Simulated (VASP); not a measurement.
# Ba3Sr (Pm-3m) in VASP: a series of runs

Runs on Ba3Sr. Level: LDA. Tasks: single point, relaxation of cell and atoms.

Everything below comes from runs of VASP 6.6.1. Logs are shortened: lines on timing, memory, paths and dates and some standing lists are left out, and cuts for length are marked.

**1. The cell of the first run**

It takes space group Pm-3m (No. 221, cubic). Conventional cell: a = 5.935 Å, b = 5.935 Å, c = 5.935 Å, α = 90.00°, β = 90.00°, γ = 90.00°. Sr (site symmetry m-3m) has 12 Ba at 4.20 Å within 5.5 Å. Ba (site symmetry 4/mmm) has 4 Sr at 4.20 Å and 8 Ba at 4.20 Å within 5.5 Å.

**2. Single point, LDA**

Input file INCAR:

```
SYSTEM = Ba3Sr
ALGO     = Normal         ! electronic algorithm
EDIFF    = 1E-6           ! SCF threshold, eV
ENCUT    = 500            ! plane-wave cutoff, eV
GGA_COMPAT= .False.      
ISIF     = 2              ! what is computed and relaxed
ISMEAR   = -1             ! smearing method
LASPH    = .True.         ! aspherical terms in the spheres
LCHARG   = .False.        ! write CHGCAR
LREAL    = .False.        ! projectors in reciprocal space
LWAVE    = .False.        ! write WAVECAR
NBANDS   = 28             ! bands
NELM     = 120            ! most SCF steps
PREC     = Accurate       ! precision mode
SIGMA    = 0.05           ! smearing width, eV
```

Input file KPOINTS:

```
k-points
0
Gamma
  3 3 3
  0 0 0
```

Input file POSCAR:

```
Ba3Sr
1.0
    5.9350319956      0.0000000000      0.0000000000
    0.0000000000      5.9350319956      0.0000000000
    0.0000000000      0.0000000000      5.9350319956
Sr Ba
1 3
Direct
    0.0000000000      0.0000000000      0.0000000000
    0.0000000000      0.5000000000      0.5000000000
    0.5000000000      0.0000000000      0.5000000000
    0.5000000000      0.5000000000      0.0000000000
```

Potentials or basis: VASP PAW LDA potentials, release 64 (Sr_sv, Ba_sv).

Command:

```bash
> cat potpaw_LDA.64/Sr_sv/POTCAR potpaw_LDA.64/Ba_sv/POTCAR > POTCAR
> mpirun -np 1 vasp_std > vasp.out
```

OUTCAR:

```text
SYSTEM = Ba3Sr
   EDIFF = 1E-6
   ENCUT = 500
   ISIF = 2
   ISMEAR = -1
   LASPH = .True.
   LREAL = .False.
   NELM = 120
   PREC = Accurate

 ion  position               nearest neighbor table
   1  0.000  0.000  0.000-   2 4.20   3 4.20   4 4.20   2 4.20   3 4.20   2 4.20   4 4.20   2 4.20
                             3 4.20   4 4.20   3 4.20   4 4.20
   2  0.000  0.500  0.500-   1 4.20   3 4.20   4 4.20   1 4.20   4 4.20   1 4.20   3 4.20   1 4.20
                             3 4.20   4 4.20   4 4.20   3 4.20
   3  0.500  0.000  0.500-   1 4.20   2 4.20   4 4.20   1 4.20   4 4.20   2 4.20   4 4.20   4 4.20
                             1 4.20   2 4.20   1 4.20   2 4.20
   4  0.500  0.500  0.000-   1 4.20   2 4.20   3 4.20   2 4.20   3 4.20   1 4.20   3 4.20   3 4.20
                             1 4.20   2 4.20   2 4.20   1 4.20

  LATTYP: Found a simple cubic cell.
 ALAT       =     5.9350319956

  Lattice vectors:

 A1 = (   5.9350319956,   0.0000000000,   0.0000000000)
 A2 = (   0.0000000000,   5.9350319956,   0.0000000000)
 A3 = (   0.0000000000,   0.0000000000,   5.9350319956)

Analysis of symmetry for initial positions (statically):
=====================================================================
 Subroutine PRICEL returns:
 Original cell was already a primitive cell.

 Routine SETGRP: Setting up the symmetry group for a
 simple cubic supercell.

 Subroutine GETGRP returns: Found 48 space group operations
 (whereof 48 operations were pure point group operations)
 out of a pool of 48 trial point group operations.

The static configuration has the point symmetry O_h .

Analysis of symmetry for dynamics (positions and initial velocities):
=====================================================================
 Subroutine PRICEL returns:
 Original cell was already a primitive cell.

 Routine SETGRP: Setting up the symmetry group for a
 simple cubic supercell.

 Subroutine GETGRP returns: Found 48 space group operations
 (whereof 48 operations were pure point group operations)
 out of a pool of 48 trial point group operations.

The dynamic configuration has the point symmetry O_h .

 Subroutine INISYM returns: Found 48 space group operations
 (whereof 48 operations are pure point group operations),
 and found     1 'primitive' translations

----------------------------------------------------------------------------------------

                                     Primitive cell

  volume of cell :     209.0592

  direct lattice vectors                    reciprocal lattice vectors
     5.935031996  0.000000000  0.000000000     0.168491088  0.000000000  0.000000000
     0.000000000  5.935031996  0.000000000     0.000000000  0.168491088  0.000000000
     0.000000000  0.000000000  5.935031996     0.000000000  0.000000000  0.168491088

  length of vectors
     5.935031996  5.935031996  5.935031996     0.168491088  0.168491088  0.168491088

  position of ions in fractional coordinates (direct lattice)
     0.000000000  0.000000000  0.000000000
     0.000000000  0.500000000  0.500000000
     0.500000000  0.000000000  0.500000000
     0.500000000  0.500000000  0.000000000

  ion indices of the primitive-cell ions
   primitive index   ion index
                 1           1
                 2           2
                 3           3
                 4           4

----------------------------------------------------------------------------------------

 KPOINTS: k-points

Automatic generation of k-mesh.
 Grid dimensions read from file:
 generate k-points for:    3    3    3

 Generating k-lattice:

  Cartesian coordinates                     Fractional coordinates (reciprocal lattice)
     0.056163696  0.000000000  0.000000000     0.333333333  0.000000000  0.000000000
     0.000000000  0.056163696  0.000000000     0.000000000  0.333333333  0.000000000
     0.000000000  0.000000000  0.056163696     0.000000000  0.000000000  0.333333333

  Length of vectors
     0.056163696  0.056163696  0.056163696

  Shift w.r.t. Gamma in fractional coordinates (k-lattice)
     0.000000000  0.000000000  0.000000000

 Subroutine IBZKPT returns following result:
 ===========================================

 Found      4 irreducible k-points:

 Following reciprocal coordinates:
            Coordinates               Weight
  0.000000  0.000000  0.000000      1.000000
  0.333333  0.000000  0.000000      6.000000
  0.333333  0.333333  0.000000     12.000000
  0.333333  0.333333  0.333333      8.000000
   k-points           NKPTS =      4   k-points in BZ     NKDIM =      4   number of bands    NBANDS=     28
   number of dos      NEDOS =    301   number of ions     NIONS =      4
   total plane-waves  NPLWV = 110592
   dimension x,y,z NGX =    48 NGY =   48 NGZ =   48
   dimension x,y,z NGXF=    96 NGYF=   96 NGZF=   96
   ions per type =               1   3
   NGX,Y,Z   is equivalent  to a cutoff of  13.45, 13.45, 13.45 a.u.
   NGXF,Y,Z  is equivalent  to a cutoff of  26.89, 26.89, 26.89 a.u.
 SYSTEM =  Ba3Sr
   PREC   = accura    normal or accurate (medium, high low for compatibility)
   ISTART =      0    job   : 0-new  1-cont  2-samecut
   ICHARG =      2    charge: 1-file 2-atom 10-const
   ISPIN  =      1    spin polarized calculation?
   LNONCOLLINEAR =      F non collinear calculations
   LSORBIT =      F    spin-orbit coupling
   LASPH  =      T    aspherical Exc in radial PAW
   ENCUT  =  500.0 eV  36.75 Ry    6.06 a.u.  10.82 10.82 10.82*2*pi/ulx,y,z
   NELM   =    120;   NELMIN=  2; NELMDL= -5     # of ELM steps
   EDIFF  = 0.1E-05   stopping-criterion for ELM
   LREAL  =      F    real-space projection
   EDIFFG = 0.1E-04   stopping-criterion for IOM
   NSW    =      0    number of steps for IOM
   IBRION =     -1    ionic relax: 0-MD 1-quasi-New 2-CG
   NFREE  =      0    steps in history (QN), initial steepest desc. (CG)
   ISIF   =      2    stress and relaxation
   ISYM   =      2    0-nonsym 1-usesym 2-fastsym
   POTIM  = 0.5000    time-step for ionic-motion
   TEBEG  =    0.0;   TEEND  =   0.0 temperature during run
   PSTRESS=    0.0 pullay stress
   NELECT =      40.0000    total number of electrons
   NUPDOWN=      -1.0000    fix difference up-down
   EMIN   =  10.00;   EMAX   =-10.00  energy-range for DOS
   EFERMI =   0.00;   METHOD = LEGACY
   ISMEAR =    -1;   SIGMA  =   0.05  broadening in eV -4-tet -1-fermi 0-gaus
   EFERMI_NEDOS =   21; number of points for ismear=-14 and -15
   IALGO  =     38    algorithm
   IMIX   =      4    mixing-type and parameters
     AMIX     =   0.40;   BMIX     =  1.00
     AMIX_MAG =   1.60;   BMIX_MAG =  1.00
  volume/ion in A,a.u.               =      52.26       352.70
  Fermi-wavevector in a.u.,A,eV,Ry     =   0.943348  1.782669 12.107889  0.889905
  Thomas-Fermi vector in A             =   2.071046
   LORBIT       =      0    0 simple, 1 ext, 2 COOP (PROOUT), +10 PAW based schemes
   GGA     = CA    functional components
   LHFCALC =     F    Hartree Fock is set to
   AEXX    =    0.0000 exact exchange contribution
   IVDW    =     0    specifies the selected vdW correction
   LEPSILON=     F    determine dielectric tensor
   LRPA    =     F    only Hartree local field effects (RPA)
 non-spin polarized calculation
  energy-cutoff  :      500.00
  volume of cell :      209.06
 maximum number of plane-waves:      5377
 NGX is ok and might be reduce to    48
   NGX = 21   NGY = 21   NGZ = 21

 number of electron      40.0000005 magnetization

 Free energy of the ion-electron system (eV)
  ---------------------------------------------------
  ext. energy  EPLUGINS =         0.00000000
  ---------------------------------------------------
  free energy    TOTEN  =        -8.57182330 eV

  energy without entropy =       -8.50653156  energy(sigma->0) =       -8.53917743

 E-fermi :   2.0478     XC(G=0):  -8.1147

 val. band max:        2.0460522621   @ k =   0.3333   0.3333   0.0000
 cond. band min:       2.1061656794   @ k =   0.3333   0.0000   0.0000
 fundamental gap:      0.0601134173
 Fermi energy:         2.0477720070

 k-point     1 :       0.0000    0.0000    0.0000
  band No.  band energies     occupation
      1     -34.1353      2.00000
      2     -26.5859      2.00000
      3     -26.4951      2.00000
      4     -26.4951      2.00000
      5     -16.2471      2.00000
      6     -16.2471      2.00000
[... 20 lines left out ...]
     27       4.4059      0.00000
     28       4.4059      0.00000

 k-point     2 :       0.3333    0.0000    0.0000
  band No.  band energies     occupation
      1     -34.1352      2.00000
      2     -26.5669      2.00000
      3     -26.5144      2.00000
      4     -26.4949      2.00000
      5     -16.2464      2.00000
      6     -16.2460      2.00000
[... 20 lines left out ...]
     27       3.6523      0.00000
     28       4.4884      0.00000

 k-point     3 :       0.3333    0.3333    0.0000
  band No.  band energies     occupation
      1     -34.1352      2.00000
      2     -26.5510      2.00000
      3     -26.5177      2.00000
      4     -26.5072      2.00000
      5     -16.2481      2.00000
      6     -16.2468      2.00000
[... 20 lines left out ...]
     27       3.3795      0.00000
     28       3.8996      0.00000

 k-point     4 :       0.3333    0.3333    0.3333
  band No.  band energies     occupation
      1     -34.1352      2.00000
      2     -26.5403      2.00000
      3     -26.5175      2.00000
      4     -26.5175      2.00000
      5     -16.2493      2.00000
      6     -16.2493      2.00000
[... 20 lines left out ...]
     27       3.6866      0.00000
     28       4.0538      0.00000

------------------------ aborting loop because EDIFF is reached ----------------------------------------

  FORCE on cell =-STRESS in cart. coord.  units (eV):
  Direction    XX          YY          ZZ          XY          YZ          ZX
  --------------------------------------------------------------------------------------
  -------------------------------------------------------------------------------------
  Total        0.3829180      0.3829180      0.3829180     -0.0000000      0.0000000      0.0000000
  in kB        2.9345886      2.9345886      2.9345886     -0.0000000      0.0000000      0.0000000
  external PRESSURE =       2.9345886 kB  Pullay stress =       0.0000000 kB

 VOLUME and BASIS-vectors are now :
 -----------------------------------------------------------------------------
  energy-cutoff  :      500.00
  volume of cell :      209.06
      direct lattice vectors                 reciprocal lattice vectors
     5.935031996  0.000000000  0.000000000     0.168491088  0.000000000  0.000000000
     0.000000000  5.935031996  0.000000000     0.000000000  0.168491088  0.000000000
     0.000000000  0.000000000  5.935031996     0.000000000  0.000000000  0.168491088

 POSITION                                       TOTAL-FORCE (eV/Angst)
 -----------------------------------------------------------------------------------
      0.00000      0.00000      0.00000         0.000000      0.000000      0.000000
      0.00000      2.96752      2.96752         0.000000      0.000000      0.000000
      2.96752      0.00000      2.96752         0.000000      0.000000      0.000000
      2.96752      2.96752      0.00000         0.000000      0.000000      0.000000
 -----------------------------------------------------------------------------------
    total drift:                                0.000000     -0.000000     -0.000000

  FREE ENERGIE OF THE ION-ELECTRON SYSTEM (eV)
  ---------------------------------------------------
  free  energy   TOTEN  =        -8.5718233027 eV

  energy  without entropy=       -8.5065315601  energy(sigma->0) =       -8.53917743
```

It took 31 s on 1 thread of Intel Xeon 8259CL, shared host; peak memory 0.25 GiB.

Results:

```yaml
Free_energy: -8.5718 eV
Pressure: 0.3 GPa
Band_gap_on_the_k_mesh: zero (bands 20 and 21 overlap by 0.32 eV)
```

Levels at points of the mesh, in eV from the Fermi level:
| k point | band 18 | band 19 | band 20 | band 21 | band 22 | band 23 |
| --- | --- | --- | --- | --- | --- | --- |
| (0.00, 0.00, 0.00) | -1.29 | -0.89 | -0.89 | -0.32 | -0.32 | -0.32 |

Caveat: spin-orbit coupling is left out, which moves the levels of the heavy elements.

(Part 1 of 2 ends here.)

The gap in the log of VASP goes by the Fermi energy; the results here count the filled bands.